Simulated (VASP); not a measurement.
# Ba2Mg (P6/mmm) in VASP: notebook

Runs on Ba2Mg. Level: PBE. Tasks: single point, relaxation of cell and atoms.

All numbers are computed with VASP 6.6.1; they aren't measurements. Logs are shortened: lines on timing, memory, paths and dates and some standing lists are left out, and cuts for length are marked.

### 1 The cell of the first run

The structure is hexagonal, space group P6/mmm (No. 191). The conventional cell has a = 6.375 Å, b = 6.375 Å, c = 3.812 Å, α = 90.00°, β = 90.00°, γ = 120.00°. Ba (site symmetry -6m2) has 5 Ba at 3.68 to 3.81 Å and 6 Mg at 4.14 Å within 4.8 Å. Mg (site symmetry 6/mmm) has 2 Mg at 3.81 Å and 12 Ba at 4.14 Å within 5.0 Å.

### 2 Single point, PBE

Contents of INCAR:

```
PREC     = Accurate       # precision mode
ENCUT    = 520            # plane-wave cutoff, eV
EDIFF    = 1E-7           # SCF threshold, eV
ISMEAR   = 0              # smearing method
SIGMA    = 0.1            # smearing width, eV
LREAL    = F              # projectors in reciprocal space
LASPH    = T              # aspherical terms in the spheres
NELM     = 80             # most SCF steps
ALGO     = Normal         # electronic algorithm
ISIF     = 2              # what is computed and relaxed
LWAVE    = F              # write WAVECAR
LCHARG   = F              # write CHGCAR
GGA      = PE             # functional
NBANDS   = 18             # bands
```

Contents of KPOINTS:

```
regular mesh
0
Gamma
  6 6 4
```

Contents of POSCAR:

```
Ba2Mg
1.0
    6.3750254632      0.0000000000      0.0000000000
   -3.1875127316      5.5209340009      0.0000000000
    0.0000000000      0.0000000000      3.8123704866
Ba Mg
2 1
Direct
    0.3333333333      0.6666666667      0.5000000000
    0.6666666667      0.3333333333      0.5000000000
    0.0000000000      0.0000000000      0.0000000000
```

Potentials or basis: VASP PAW PBE potentials, release 64 (Ba_sv, Mg).

Run with:

```sh
cat potpaw_PBE.64/Ba_sv/POTCAR potpaw_PBE.64/Mg/POTCAR > POTCAR
mpirun -np 1 vasp_std > vasp.out
```

OUTCAR:

```text
PREC = Accurate
   ENCUT = 520
   EDIFF = 1E-7
   ISMEAR = 0
   LREAL = F
   LASPH = T
   NELM = 80
   ISIF = 2
   GGA = PE

 ion  position               nearest neighbor table
   1  0.333  0.667  0.500-   2 3.68   2 3.68   2 3.68   3 4.14   3 4.14   3 4.14   3 4.14   3 4.14
                             3 4.14
   2  0.667  0.333  0.500-   1 3.68   1 3.68   1 3.68   3 4.14   3 4.14   3 4.14   3 4.14   3 4.14
                             3 4.14
   3  0.000  0.000  0.000-   1 4.14   2 4.14   1 4.14   2 4.14   1 4.14   1 4.14   2 4.14   2 4.14
                             2 4.14   2 4.14   1 4.14   1 4.14

  LATTYP: Found a hexagonal cell.
 ALAT       =     6.3750254632
 C/A-ratio  =     0.5980165112

  Lattice vectors:

 A1 = (   6.3750254632,   0.0000000000,   0.0000000000)
 A2 = (  -3.1875127316,   5.5209340009,   0.0000000000)
 A3 = (   0.0000000000,   0.0000000000,   3.8123704866)

Analysis of symmetry for initial positions (statically):
=====================================================================
 Subroutine PRICEL returns:
 Original cell was already a primitive cell.

 Routine SETGRP: Setting up the symmetry group for a
 hexagonal supercell.

 Subroutine GETGRP returns: Found 24 space group operations
 (whereof 24 operations were pure point group operations)
 out of a pool of 24 trial point group operations.

The static configuration has the point symmetry D_6h.

Analysis of symmetry for dynamics (positions and initial velocities):
=====================================================================
 Subroutine PRICEL returns:
 Original cell was already a primitive cell.

 Routine SETGRP: Setting up the symmetry group for a
 hexagonal supercell.

 Subroutine GETGRP returns: Found 24 space group operations
 (whereof 24 operations were pure point group operations)
 out of a pool of 24 trial point group operations.

The dynamic configuration has the point symmetry D_6h.

 Subroutine INISYM returns: Found 24 space group operations
 (whereof 24 operations are pure point group operations),
 and found     1 'primitive' translations

----------------------------------------------------------------------------------------

                                     Primitive cell

  volume of cell :     134.1806

  direct lattice vectors                    reciprocal lattice vectors
     6.375025463  0.000000000  0.000000000     0.156862119  0.090564386  0.000000000
    -3.187512732  5.520934001  0.000000000     0.000000000  0.181128773  0.000000000
     0.000000000  0.000000000  3.812370487     0.000000000  0.000000000  0.262303993

  length of vectors
     6.375025463  6.375025463  3.812370487     0.181128773  0.181128773  0.262303993

  position of ions in fractional coordinates (direct lattice)
     0.333333333  0.666666667  0.500000000
     0.666666667  0.333333333  0.500000000
     0.000000000  0.000000000  0.000000000

  ion indices of the primitive-cell ions
   primitive index   ion index
                 1           1
                 2           2
                 3           3

----------------------------------------------------------------------------------------

 KPOINTS: regular mesh

Automatic generation of k-mesh.
 Grid dimensions read from file:
 generate k-points for:    6    6    4

 Generating k-lattice:

  Cartesian coordinates                     Fractional coordinates (reciprocal lattice)
     0.026143686  0.015094064  0.000000000     0.166666667  0.000000000  0.000000000
     0.000000000  0.030188129  0.000000000     0.000000000  0.166666667  0.000000000
     0.000000000  0.000000000  0.065575998     0.000000000  0.000000000  0.250000000

  Length of vectors
     0.030188129  0.030188129  0.065575998

  Shift w.r.t. Gamma in fractional coordinates (k-lattice)
     0.000000000  0.000000000  0.000000000

 Subroutine IBZKPT returns following result:
 ===========================================

 Found     21 irreducible k-points:

 Following reciprocal coordinates:
            Coordinates               Weight
  0.000000  0.000000  0.000000      1.000000
  0.166667  0.000000  0.000000      6.000000
  0.333333 -0.000000  0.000000      6.000000
  0.500000  0.000000  0.000000      3.000000
  0.166667  0.166667  0.000000      6.000000
  0.333333  0.166667  0.000000     12.000000
[... 13 lines left out ...]
  0.333333  0.166667  0.500000     12.000000
  0.333333  0.333333  0.500000      2.000000
   k-points           NKPTS =     21   k-points in BZ     NKDIM =     21   number of bands    NBANDS=     18
   number of dos      NEDOS =    301   number of ions     NIONS =      3
   total plane-waves  NPLWV =  64512
   dimension x,y,z NGX =    48 NGY =   48 NGZ =   28
   dimension x,y,z NGXF=    96 NGYF=   96 NGZF=   56
   ions per type =               2   1
   NGX,Y,Z   is equivalent  to a cutoff of  12.52, 12.52, 12.21 a.u.
   NGXF,Y,Z  is equivalent  to a cutoff of  25.03, 25.03, 24.42 a.u.
 SYSTEM =  unknown system
   PREC   = accura    normal or accurate (medium, high low for compatibility)
   ISTART =      0    job   : 0-new  1-cont  2-samecut
   ICHARG =      2    charge: 1-file 2-atom 10-const
   ISPIN  =      1    spin polarized calculation?
   LNONCOLLINEAR =      F non collinear calculations
   LSORBIT =      F    spin-orbit coupling
   LASPH  =      T    aspherical Exc in radial PAW
   ENCUT  =  520.0 eV  38.22 Ry    6.18 a.u.  11.85 11.85  7.09*2*pi/ulx,y,z
   NELM   =     80;   NELMIN=  2; NELMDL= -5     # of ELM steps
   EDIFF  = 0.1E-06   stopping-criterion for ELM
   LREAL  =      F    real-space projection
   EDIFFG = 0.1E-05   stopping-criterion for IOM
   NSW    =      0    number of steps for IOM
   IBRION =     -1    ionic relax: 0-MD 1-quasi-New 2-CG
   NFREE  =      0    steps in history (QN), initial steepest desc. (CG)
   ISIF   =      2    stress and relaxation
   ISYM   =      2    0-nonsym 1-usesym 2-fastsym
   POTIM  = 0.5000    time-step for ionic-motion
   TEBEG  =    0.0;   TEEND  =   0.0 temperature during run
   PSTRESS=    0.0 pullay stress
   NELECT =      22.0000    total number of electrons
   NUPDOWN=      -1.0000    fix difference up-down
   EMIN   =  10.00;   EMAX   =-10.00  energy-range for DOS
   EFERMI =   0.00;   METHOD = LEGACY
   ISMEAR =     0;   SIGMA  =   0.10  broadening in eV -4-tet -1-fermi 0-gaus
   EFERMI_NEDOS =   21; number of points for ismear=-14 and -15
   IALGO  =     38    algorithm
   IMIX   =      4    mixing-type and parameters
     AMIX     =   0.40;   BMIX     =  1.00
     AMIX_MAG =   1.60;   BMIX_MAG =  1.00
  volume/ion in A,a.u.               =      44.73       301.83
  Fermi-wavevector in a.u.,A,eV,Ry     =   0.896023  1.693238 10.923538  0.802857
  Thomas-Fermi vector in A             =   2.018429
   LORBIT       =      0    0 simple, 1 ext, 2 COOP (PROOUT), +10 PAW based schemes
   GGA     = PE    functional components
   LHFCALC =     F    Hartree Fock is set to
   AEXX    =    0.0000 exact exchange contribution
   IVDW    =     0    specifies the selected vdW correction
   LEPSILON=     F    determine dielectric tensor
   LRPA    =     F    only Hartree local field effects (RPA)
 non-spin polarized calculation
 Gauss-broadening in eV      SIGMA  =   0.10
  energy-cutoff  :      520.00
  volume of cell :      134.18
 maximum number of plane-waves:      3626
 NGX is ok and might be reduce to    48
   NGX = 23   NGY = 23   NGZ = 15

 number of electron      22.0000000 magnetization

 Free energy of the ion-electron system (eV)
  ---------------------------------------------------
  ext. energy  EPLUGINS =         0.00000000
  ---------------------------------------------------
  free energy    TOTEN  =        -4.87802033 eV

  energy without entropy =       -4.85189227  energy(sigma->0) =       -4.86495630

 E-fermi :   2.0145     XC(G=0):  -7.9642

 val. band max:        1.9954608575   @ k =   0.1667   0.1667   0.0000
 cond. band min:       2.0254939292   @ k =   0.3333  -0.0000   0.0000
 fundamental gap:      0.0300330718
 Fermi energy:         2.0145026959

 k-point     1 :       0.0000    0.0000    0.0000
  band No.  band energies     occupation
      1     -26.8911      2.00000
      2     -26.6980      2.00000
      3     -12.4633      2.00000
      4     -12.4633      2.00000
      5     -11.6673      2.00000
      6     -11.6673      2.00000
[... 10 lines left out ...]
     17       5.4240      0.00000
     18       5.4240      0.00000

 k-point     2 :       0.1667    0.0000    0.0000
  band No.  band energies     occupation
      1     -26.8800      2.00000
      2     -26.7097      2.00000
      3     -12.4832      2.00000
      4     -12.4281      2.00000
      5     -11.7072      2.00000
      6     -11.6426      2.00000
[... 10 lines left out ...]
     17       5.3431      0.00000
     18       5.4299      0.00000

 k-point     3 :       0.3333   -0.0000    0.0000
  band No.  band energies     occupation
      1     -26.8512      2.00000
      2     -26.7397      2.00000
      3     -12.5199      2.00000
      4     -12.3444      2.00000
      5     -11.7998      2.00000
      6     -11.5961      2.00000
[... 10 lines left out ...]
     17       5.3657      0.00000
     18       5.3862      0.00000

 k-point     4 :       0.5000    0.0000    0.0000
  band No.  band energies     occupation
      1     -26.8279      2.00000
      2     -26.7636      2.00000
      3     -12.5369      2.00000
      4     -12.2905      2.00000
      5     -11.8578      2.00000
      6     -11.5741      2.00000
[... 10 lines left out ...]
     17       5.1518      0.00000
     18       5.3398      0.00000

 k-point     5 :       0.1667    0.1667    0.0000
  band No.  band energies     occupation
      1     -26.8597      2.00000
      2     -26.7310      2.00000
      3     -12.5193      2.00000
      4     -12.3548      2.00000
      5     -11.7870      2.00000
      6     -11.5993      2.00000
[... 10 lines left out ...]
     17       5.1623      0.00000
     18       5.5220      0.00000

 k-point     6 :       0.3333    0.1667    0.0000
  band No.  band energies     occupation
      1     -26.8279      2.00000
      2     -26.7636      2.00000
      3     -12.5555      2.00000
      4     -12.2446      2.00000
      5     -11.9032      2.00000
      6     -11.5559      2.00000
[... 10 lines left out ...]
     17       4.9970      0.00000
     18       5.6268      0.00000

 k-point     7 :       0.3333    0.3333    0.0000
  band No.  band energies     occupation
      1     -26.7959      2.00000
      2     -26.7959      2.00000
      3     -12.5789      2.00000
      4     -12.0748      2.00000
      5     -12.0748      2.00000
      6     -11.5301      2.00000
[... 10 lines left out ...]
     17       4.8890      0.00000
     18       6.0376      0.00000

 k-point     8 :       0.0000    0.0000    0.2500
  band No.  band energies     occupation
      1     -26.8472      2.00000
      2     -26.6567      2.00000
      3     -12.3970      2.00000
      4     -12.3970      2.00000
      5     -12.0996      2.00000
      6     -11.8520      2.00000
[... 10 lines left out ...]
     17       4.6722      0.00000
     18       4.9297      0.00000
[... 166 lines left out ...]
     17       4.8184      0.00000
     18       5.0317      0.00000

 k-point    17 :       0.3333   -0.0000    0.5000
  band No.  band energies     occupation
      1     -26.7636      2.00000
      2     -26.6552      2.00000
      3     -12.4897      2.00000
      4     -12.3801      2.00000
      5     -12.3225      2.00000
      6     -12.2099      2.00000
[... 10 lines left out ...]
     17       4.6754      0.00000
     18       5.1508      0.00000

 k-point    18 :       0.5000    0.0000    0.5000
  band No.  band energies     occupation
      1     -26.7409      2.00000
      2     -26.6784      2.00000
      3     -12.4546      2.00000
      4     -12.3957      2.00000
      5     -12.3584      2.00000
      6     -12.1550      2.00000
[... 10 lines left out ...]
     17       4.6144      0.00000
     18       5.9590      0.00000

 k-point    19 :       0.1667    0.1667    0.5000
  band No.  band energies     occupation
      1     -26.7718      2.00000
      2     -26.6467      2.00000
      3     -12.5025      2.00000
      4     -12.3790      2.00000
      5     -12.3093      2.00000
      6     -12.2224      2.00000
[... 10 lines left out ...]
     17       4.6390      0.00000
     18       5.1230      0.00000

 k-point    20 :       0.3333    0.1667    0.5000
  band No.  band energies     occupation
      1     -26.7409      2.00000
      2     -26.6784      2.00000
      3     -12.4547      2.00000
      4     -12.4114      2.00000
      5     -12.3583      2.00000
      6     -12.1146      2.00000
[... 10 lines left out ...]
     17       4.7481      0.00000
     18       5.3017      0.00000

 k-point    21 :       0.3333    0.3333    0.5000
  band No.  band energies     occupation
      1     -26.7098      2.00000
      2     -26.7098      2.00000
      3     -12.4320      2.00000
      4     -12.4067      2.00000
      5     -12.4067      2.00000
      6     -11.9539      2.00000
[... 10 lines left out ...]
     17       4.9106      0.00000
     18       4.9106      0.00000

------------------------ aborting loop because EDIFF is reached ----------------------------------------

  FORCE on cell =-STRESS in cart. coord.  units (eV):
  Direction    XX          YY          ZZ          XY          YZ          ZX
  --------------------------------------------------------------------------------------
  -------------------------------------------------------------------------------------
  Total        0.1530440      0.1530440      0.0480033      0.0000000      0.0000000      0.0000000
  in kB        1.8274150      1.8274150      0.5731809      0.0000000      0.0000000      0.0000000
  external PRESSURE =       1.4093370 kB  Pullay stress =       0.0000000 kB

 VOLUME and BASIS-vectors are now :
 -----------------------------------------------------------------------------
  energy-cutoff  :      520.00
  volume of cell :      134.18
      direct lattice vectors                 reciprocal lattice vectors
     6.375025463  0.000000000  0.000000000     0.156862119  0.090564386  0.000000000
    -3.187512732  5.520934001  0.000000000     0.000000000  0.181128773  0.000000000
     0.000000000  0.000000000  3.812370487     0.000000000  0.000000000  0.262303993

 POSITION                                       TOTAL-FORCE (eV/Angst)
 -----------------------------------------------------------------------------------
     -0.00000      3.68062      1.90619        -0.000000      0.000000     -0.000000
      3.18751      1.84031      1.90619         0.000000      0.000000      0.000000
      0.00000      0.00000      0.00000         0.000000      0.000000      0.000000
 -----------------------------------------------------------------------------------
    total drift:                               -0.000000      0.000000     -0.000000

  FREE ENERGIE OF THE ION-ELECTRON SYSTEM (eV)
  ---------------------------------------------------
  free  energy   TOTEN  =        -4.8780203331 eV

  energy  without entropy=       -4.8518922689  energy(sigma->0) =       -4.86495630
```

It took 52 s on 1 thread of Intel Xeon Platinum 8375C at 2.90GHz (Ice Lake), shared host; peak memory 0.26 GiB.

Results:

- Free energy: -4.8780 eV
- Pressure: 0.1 GPa
- Band gap on the k mesh: zero (bands 11 and 12 overlap by 0.54 eV)

Caveat: the k points lie up to 0.41 Å⁻¹ apart, too coarse for converged energies and pressures of a metal; spin-orbit coupling is left out, which moves the levels of the heavy elements.

### 3 Relaxation of cell and atoms, PBE

This run uses another cell than the first one, of 29.37 Å³/atom.

Contents of INCAR:

```
  PREC = Accurate
  ENCUT = 600
  EDIFF = 1E-6
  ISMEAR = 0
  SIGMA = 0.1
  LREAL = F
  LASPH = T
  NELM = 60
  ALGO = Normal
  ISIF = 3
  LWAVE = F
  LCHARG = F
  GGA = PE
  IBRION = 2
  NSW = 90
  EDIFFG = -0.04
```

Contents of KPOINTS:

```
Automatic mesh
0
Gamma
  6 6 4
```

Contents of POSCAR:

```
Ba2Mg
1.0
    4.5505814394      0.0000000000      0.0000000000
   -2.2752907197      3.9409191285      0.0000000000
    0.0000000000      0.0000000000      4.9134184977
Ba Mg
2 1
Direct
    0.3333333333      0.6666666667      0.5000000000
    0.6666666667      0.3333333333      0.5000000000
    0.0000000000      0.0000000000      0.0000000000
```

Potentials or basis: VASP PAW PBE potentials, release 64 (Ba_sv, Mg).

Run with:

```sh
cat potpaw_PBE.64/Ba_sv/POTCAR potpaw_PBE.64/Mg/POTCAR > POTCAR
mpirun -np 1 vasp_std > vasp.out
```

Wall time 5.6 min (1 thread of Intel Xeon Platinum 8375C at 2.90GHz (Ice Lake), shared host); peak memory 0.24 GiB.

Results (log left out):

```yaml
Free_energy: -4.8761 eV
Relaxed_volume: 44.88 Å³/atom
Relaxed_cell: a = 6.391 Å, b = 6.391 Å, c = 3.807 Å, α = 90.00°, β = 90.00°, γ = 120.00°
Space_group_after_relaxing_to_0.1_Å: P6/mmm (No. 191)
Energy_gained_by_relaxing: 1863.5 meV/atom
Ionic_steps: 11
Pressure_after_relaxing: 0.1 GPa
Band_gap_on_the_k_mesh: zero (bands 11 and 12 overlap by 0.54 eV)
```

The path:
```
step  energy change (eV)  largest force (eV/Å)  pressure (GPa)  volume (Å³)
   1              0.0000                0.0000           30.61        88.11
   2             -4.8026                0.0000           -1.79       174.54
   3             -4.6637                0.0000            0.06       139.84
   4             -4.8199                0.0000           -1.53       166.44
   5             -4.8204                0.0000           -1.46       164.62
   6             -5.1510                0.0000           -1.33       154.89
   7             -5.4572                0.0000            1.41       123.66
   8             -5.5580                0.0000           -0.21       137.78
   9             -5.5871                0.0000            0.20       133.61
  10             -5.5878                0.0000            0.28       132.81
  11             -5.5904                0.0000            0.09       134.64
```

Final structure:
```
CELL_PARAMETERS angstrom
6.39076 0.00000 0.00000
-3.19538 5.53456 0.00000
0.00000 0.00000 3.80668
ATOMIC_POSITIONS crystal
Ba 0.33333 0.66667 0.50000
Ba 0.66667 0.33333 0.50000
Mg 0.00000 0.00000 0.00000
```

Levels at points of the mesh, in eV from the Fermi level:
```
           k point  band 9  band 10  band 11  band 12  band 13  band 14
(0.00, 0.00, 0.00)   -3.69    -0.19    -0.17    -0.17     0.87     1.75
(0.50, 0.00, 0.00)   -2.80    -1.61    -0.34     0.08     0.71     1.01
(0.00, 0.00, 0.50)   -1.12    -0.85    -0.34    -0.34     0.89     0.89
(0.50, 0.00, 0.50)   -1.66    -0.93    -0.31     0.28     0.95     1.32
```

Caveat: the volume moved by over 15 % at a fixed basis, so the end points are rough; spin-orbit coupling is left out, which moves the levels of the heavy elements.

The gap in the log of VASP goes by the Fermi energy; the results here count the filled bands.